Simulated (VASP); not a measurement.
# HfGa2As2 (P-6m2) in VASP: a series of runs

The runs below take HfGa2As2 through single point, with PBE.

All numbers are computed with VASP 6.6.1; they aren't measurements. Logs are shortened: lines on timing, memory, paths and dates and some standing lists are left out, and cuts for length are marked.

### Step 1. The cell of the first run

Symmetry: P-6m2, No. 187, hexagonal system. The conventional cell has a = 4.597 Å, b = 4.597 Å, c = 5.854 Å, α = 90.00°, β = 90.00°, γ = 120.00°. Hf (site symmetry -6m2) has 5 Ga at 2.65 to 2.93 Å and 6 As at 3.06 Å within 3.5 Å. Ga (site symmetry -6m2) has 2 Hf at 2.93 Å and 6 As at 3.00 Å and 6 Ga at 3.95 Å within 4.0 Å. Ga (site symmetry -6m2) has 3 Hf at 2.65 Å and 6 As at 3.06 Å within 3.5 Å. As (site symmetry 3m) has 2 As at 2.81 to 3.04 Å and 6 Ga at 3.00 to 3.06 Å and 3 Hf at 3.06 Å within 3.7 Å.

The cell was generated, and may not be a known phase.

### Step 2. Single point, PBE

INCAR

```
ALGO = Fast
EDIFF = 1E-6
ENCUT = 520
GGA = PE
ISIF = 2
ISMEAR = 0
LASPH = True
LCHARG = True
LELF = True
LREAL = False
LVHAR = True
LWAVE = False
NBANDS = 31
NELM = 60
PREC = Accurate
SIGMA = 0.1
```

KPOINTS

```
k-points
0
Gamma
  6 6 2
```

POSCAR

```
HfGa2As2
1.0
    4.5966856363      0.0000000031      0.0000000000
   -2.2983428208      3.9808465327      0.0000000000
    0.0000000000      0.0000000000      5.8541038241
Hf Ga As
1 2 2
Direct
    0.6666666667      0.3333333333      0.0000000000
    0.6666666667      0.3333333333      0.5000000000
    0.0000000000      0.0000000000      0.0000000000
    0.3333333333      0.6666666667      0.7400734718
    0.3333333333      0.6666666667      0.2599265282
```

Potentials or basis: VASP PAW PBE potentials, release 64 (Hf_pv, Ga_d, As).

On the command line:

```sh
$ cat potpaw_PBE.64/Hf_pv/POTCAR potpaw_PBE.64/Ga_d/POTCAR potpaw_PBE.64/As/POTCAR > POTCAR
$ mpirun -np 1 vasp_std > vasp.out
```

OUTCAR:

```text
EDIFF = 1E-6
   ENCUT = 520
   GGA = PE
   ISIF = 2
   ISMEAR = 0
   LASPH = True
   LREAL = False
   NELM = 60
   PREC = Accurate

 ion  position               nearest neighbor table
   1  0.667  0.333  0.000-   3 2.65   3 2.65   3 2.65   2 2.93   2 2.93   5 3.06   4 3.06   5 3.06
                             4 3.06   4 3.06   5 3.06
   2  0.667  0.333  0.500-   1 2.93   1 2.93
   3  0.000  0.000  0.000-   1 2.65   1 2.65   1 2.65
   4  0.333  0.667  0.740-   5 2.81   1 3.06   1 3.06   1 3.06
   5  0.333  0.667  0.260-   4 2.81   1 3.06   1 3.06   1 3.06

  LATTYP: Found a hexagonal cell.
 ALAT       =     4.5966856363
 C/A-ratio  =     1.2735488757

  Lattice vectors:

 A1 = (   4.5966856363,   0.0000000031,   0.0000000000)
 A2 = (  -2.2983428208,   3.9808465327,   0.0000000000)
 A3 = (   0.0000000000,   0.0000000000,   5.8541038241)

Analysis of symmetry for initial positions (statically):
=====================================================================
 Subroutine PRICEL returns:
 Original cell was already a primitive cell.

 Routine SETGRP: Setting up the symmetry group for a
 hexagonal supercell.

 Subroutine GETGRP returns: Found 12 space group operations
 (whereof 12 operations were pure point group operations)
 out of a pool of 24 trial point group operations.

The static configuration has the point symmetry D_3h.

Analysis of symmetry for dynamics (positions and initial velocities):
=====================================================================
 Subroutine PRICEL returns:
 Original cell was already a primitive cell.

 Routine SETGRP: Setting up the symmetry group for a
 hexagonal supercell.

 Subroutine GETGRP returns: Found 12 space group operations
 (whereof 12 operations were pure point group operations)
 out of a pool of 24 trial point group operations.

The dynamic configuration has the point symmetry D_3h.

 Subroutine INISYM returns: Found 12 space group operations
 (whereof 12 operations are pure point group operations),
 and found     1 'primitive' translations

----------------------------------------------------------------------------------------

                                     Primitive cell

  volume of cell :     107.1225

  direct lattice vectors                    reciprocal lattice vectors
     4.596685636  0.000000003  0.000000000     0.217548051  0.125601426  0.000000000
    -2.298342821  3.980846533  0.000000000    -0.000000000  0.251202851  0.000000000
     0.000000000  0.000000000  5.854103824     0.000000000  0.000000000  0.170820339

  length of vectors
     4.596685636  4.596685636  5.854103824     0.251202851  0.251202851  0.170820339

  position of ions in fractional coordinates (direct lattice)
     0.666666667  0.333333333  0.000000000
     0.666666667  0.333333333  0.500000000
     0.000000000  0.000000000  0.000000000
     0.333333333  0.666666667  0.740073472
     0.333333333  0.666666667  0.259926528

  ion indices of the primitive-cell ions
   primitive index   ion index
                 1           1
                 2           2
                 3           3
                 4           4
                 5           5

----------------------------------------------------------------------------------------

 KPOINTS: k-points

Automatic generation of k-mesh.
 Grid dimensions read from file:
 generate k-points for:    6    6    2

 Generating k-lattice:

  Cartesian coordinates                     Fractional coordinates (reciprocal lattice)
     0.036258008  0.020933571  0.000000000     0.166666667  0.000000000  0.000000000
    -0.000000000  0.041867142  0.000000000     0.000000000  0.166666667  0.000000000
     0.000000000  0.000000000  0.085410170     0.000000000  0.000000000  0.500000000

  Length of vectors
     0.041867142  0.041867142  0.085410170

  Shift w.r.t. Gamma in fractional coordinates (k-lattice)
     0.000000000  0.000000000  0.000000000

 Subroutine IBZKPT returns following result:
 ===========================================

 Found     14 irreducible k-points:

 Following reciprocal coordinates:
            Coordinates               Weight
  0.000000  0.000000  0.000000      1.000000
  0.166667  0.000000  0.000000      6.000000
  0.333333 -0.000000  0.000000      6.000000
  0.500000  0.000000  0.000000      3.000000
  0.166667  0.166667  0.000000      6.000000
  0.333333  0.166667  0.000000     12.000000
  0.333333  0.333333  0.000000      2.000000
  0.000000  0.000000  0.500000      1.000000
  0.166667  0.000000  0.500000      6.000000
  0.333333 -0.000000  0.500000      6.000000
  0.500000  0.000000  0.500000      3.000000
  0.166667  0.166667  0.500000      6.000000
  0.333333  0.166667  0.500000     12.000000
  0.333333  0.333333  0.500000      2.000000
   k-points           NKPTS =     14   k-points in BZ     NKDIM =     14   number of bands    NBANDS=     31
   number of dos      NEDOS =    301   number of ions     NIONS =      5
   total plane-waves  NPLWV =  62208
   dimension x,y,z NGX =    36 NGY =   36 NGZ =   48
   dimension x,y,z NGXF=    72 NGYF=   72 NGZF=   96
   ions per type =               1   2   2
   NGX,Y,Z   is equivalent  to a cutoff of  13.02, 13.02, 13.63 a.u.
   NGXF,Y,Z  is equivalent  to a cutoff of  26.04, 26.04, 27.26 a.u.
 SYSTEM =  unknown system
   PREC   = accura    normal or accurate (medium, high low for compatibility)
   ISTART =      0    job   : 0-new  1-cont  2-samecut
   ICHARG =      2    charge: 1-file 2-atom 10-const
   ISPIN  =      1    spin polarized calculation?
   LNONCOLLINEAR =      F non collinear calculations
   LSORBIT =      F    spin-orbit coupling
   LASPH  =      T    aspherical Exc in radial PAW
   ENCUT  =  520.0 eV  38.22 Ry    6.18 a.u.   8.55  8.55 10.88*2*pi/ulx,y,z
   NELM   =     60;   NELMIN=  2; NELMDL= -5     # of ELM steps
   EDIFF  = 0.1E-05   stopping-criterion for ELM
   LREAL  =      F    real-space projection
   EDIFFG = 0.1E-04   stopping-criterion for IOM
   NSW    =      0    number of steps for IOM
   IBRION =     -1    ionic relax: 0-MD 1-quasi-New 2-CG
   NFREE  =      0    steps in history (QN), initial steepest desc. (CG)
   ISIF   =      2    stress and relaxation
   ISYM   =      2    0-nonsym 1-usesym 2-fastsym
   POTIM  = 0.5000    time-step for ionic-motion
   TEBEG  =    0.0;   TEEND  =   0.0 temperature during run
   PSTRESS=    0.0 pullay stress
   NELECT =      46.0000    total number of electrons
   NUPDOWN=      -1.0000    fix difference up-down
   EMIN   =  10.00;   EMAX   =-10.00  energy-range for DOS
   EFERMI =   0.00;   METHOD = LEGACY
   ISMEAR =     0;   SIGMA  =   0.10  broadening in eV -4-tet -1-fermi 0-gaus
   EFERMI_NEDOS =   21; number of points for ismear=-14 and -15
   IALGO  =     68    algorithm
   IMIX   =      4    mixing-type and parameters
     AMIX     =   0.40;   BMIX     =  1.00
     AMIX_MAG =   1.60;   BMIX_MAG =  1.00
  volume/ion in A,a.u.               =      21.42       144.58
  Fermi-wavevector in a.u.,A,eV,Ry     =   1.235096  2.333992 20.755157  1.525461
  Thomas-Fermi vector in A             =   2.369759
   LORBIT       =      0    0 simple, 1 ext, 2 COOP (PROOUT), +10 PAW based schemes
   GGA     = PE    functional components
   LHFCALC =     F    Hartree Fock is set to
   AEXX    =    0.0000 exact exchange contribution
   IVDW    =     0    specifies the selected vdW correction
   LEPSILON=     F    determine dielectric tensor
   LRPA    =     F    only Hartree local field effects (RPA)
 non-spin polarized calculation
 RMM-DIIS sequential band-by-band and
 Gauss-broadening in eV      SIGMA  =   0.10
  energy-cutoff  :      520.00
  volume of cell :      107.12
 maximum number of plane-waves:      2938
 NGX is ok and might be reduce to    36
   NGX = 17   NGY = 17   NGZ = 21

 number of electron      45.9999990 magnetization

 Free energy of the ion-electron system (eV)
  ---------------------------------------------------
  ext. energy  EPLUGINS =         0.00000000
  ---------------------------------------------------
  free energy    TOTEN  =       -25.22373446 eV

  energy without entropy =      -25.19755614  energy(sigma->0) =      -25.21064530

 E-fermi :   5.0194     XC(G=0): -10.3496

 val. band max:        5.0158975978   @ k =   0.3333   0.1667   0.0000
 cond. band min:       5.0583692203   @ k =   0.1667   0.1667   0.5000
 fundamental gap:      0.0424716226
 Fermi energy:         5.0193927239

 k-point     1 :       0.0000    0.0000    0.0000
  band No.  band energies     occupation
      1     -26.3066      2.00000
      2     -26.3066      2.00000
      3     -26.2899      2.00000
      4     -10.0220      2.00000
      5      -9.9912      2.00000
      6      -9.9912      2.00000
[... 23 lines left out ...]
     30       8.4387      0.00000
     31       8.4403      0.00000

 k-point     2 :       0.1667    0.0000    0.0000
  band No.  band energies     occupation
      1     -26.3107      2.00000
      2     -26.3073      2.00000
      3     -26.2894      2.00000
      4     -10.0178      2.00000
      5     -10.0000      2.00000
      6      -9.9947      2.00000
[... 23 lines left out ...]
     30       8.8357      0.00000
     31       8.9542      0.00000

 k-point     3 :       0.3333   -0.0000    0.0000
  band No.  band energies     occupation
      1     -26.3187      2.00000
      2     -26.3086      2.00000
      3     -26.2885      2.00000
      4     -10.0264      2.00000
      5     -10.0037      2.00000
      6     -10.0015      2.00000
[... 23 lines left out ...]
     30       8.3522      0.00000
     31       9.4096      0.00000

 k-point     4 :       0.5000    0.0000    0.0000
  band No.  band energies     occupation
      1     -26.3227      2.00000
      2     -26.3092      2.00000
      3     -26.2880      2.00000
      4     -10.0374      2.00000
      5     -10.0049      2.00000
      6     -10.0003      2.00000
[... 295 lines left out ...]
     30       9.1267      0.00000
     31       9.6082      0.00000

 k-point    13 :       0.3333    0.1667    0.5000
  band No.  band energies     occupation
      1     -26.3204      2.00000
      2     -26.3115      2.00000
      3     -26.2894      2.00000
      4     -10.0334      2.00000
      5     -10.0088      2.00000
      6     -10.0027      2.00000
[... 23 lines left out ...]
     30       9.4200      0.00000
     31       9.7825      0.00000

 k-point    14 :       0.3333    0.3333    0.5000
  band No.  band energies     occupation
      1     -26.3179      2.00000
      2     -26.3163      2.00000
      3     -26.2891      2.00000
      4     -10.0374      2.00000
      5     -10.0133      2.00000
      6     -10.0058      2.00000
[... 23 lines left out ...]
     30       9.0449      0.00000
     31      10.5331      0.00000

------------------------ aborting loop because EDIFF is reached ----------------------------------------

  FORCE on cell =-STRESS in cart. coord.  units (eV):
  Direction    XX          YY          ZZ          XY          YZ          ZX
  --------------------------------------------------------------------------------------
  -------------------------------------------------------------------------------------
  Total       -0.0726827     -0.0726827     -0.0503516     -0.0000000     -0.0000000     -0.0000000
  in kB       -1.0870785     -1.0870785     -0.7530836     -0.0000000     -0.0000000     -0.0000000
  external PRESSURE =      -0.9757469 kB  Pullay stress =       0.0000000 kB

 VOLUME and BASIS-vectors are now :
 -----------------------------------------------------------------------------
  energy-cutoff  :      520.00
  volume of cell :      107.12
      direct lattice vectors                 reciprocal lattice vectors
     4.596685636  0.000000003  0.000000000     0.217548051  0.125601426  0.000000000
    -2.298342821  3.980846533  0.000000000    -0.000000000  0.251202851  0.000000000
     0.000000000  0.000000000  5.854103824     0.000000000  0.000000000  0.170820339

 POSITION                                       TOTAL-FORCE (eV/Angst)
 -----------------------------------------------------------------------------------
      2.29834      1.32695      0.00000         0.000000     -0.000000      0.000000
      2.29834      1.32695      2.92705         0.000000      0.000000      0.000000
      0.00000      0.00000      0.00000         0.000000     -0.000000      0.000000
     -0.00000      2.65390      4.33247        -0.000000      0.000000      0.030935
     -0.00000      2.65390      1.52164        -0.000000      0.000000     -0.030935
 -----------------------------------------------------------------------------------
    total drift:                               -0.000001      0.000001      0.000000

  FREE ENERGIE OF THE ION-ELECTRON SYSTEM (eV)
  ---------------------------------------------------
  free  energy   TOTEN  =       -25.2237344559 eV

  energy  without entropy=      -25.1975561385  energy(sigma->0) =      -25.21064530
```

It took 49 s on 1 thread of AMD EPYC 9R45 (Zen 5), shared host; peak memory 0.23 GiB.

What came out:

```yaml
Free_energy: -25.2237 eV
Pressure: -0.1 GPa
Largest_force: 0.031 eV/Å
Band_gap_on_the_k_mesh: zero (bands 23 and 24 overlap by 1.08 eV)
```

Forces in eV/Å, atoms in the order of the input:
```
Hf   0.000  0.000  0.000
Ga   0.000  0.000  0.000
Ga   0.000  0.000  0.000
As   0.000  0.000  0.031
As   0.000  0.000 -0.031
```

Caveat: the k points lie up to 0.54 Å⁻¹ apart, too coarse for converged energies and pressures of a metal; spin-orbit coupling is left out, which moves the levels of the heavy elements.

[end of part 1 of 3]

The gap in the log of VASP goes by the Fermi energy; the results here count the filled bands.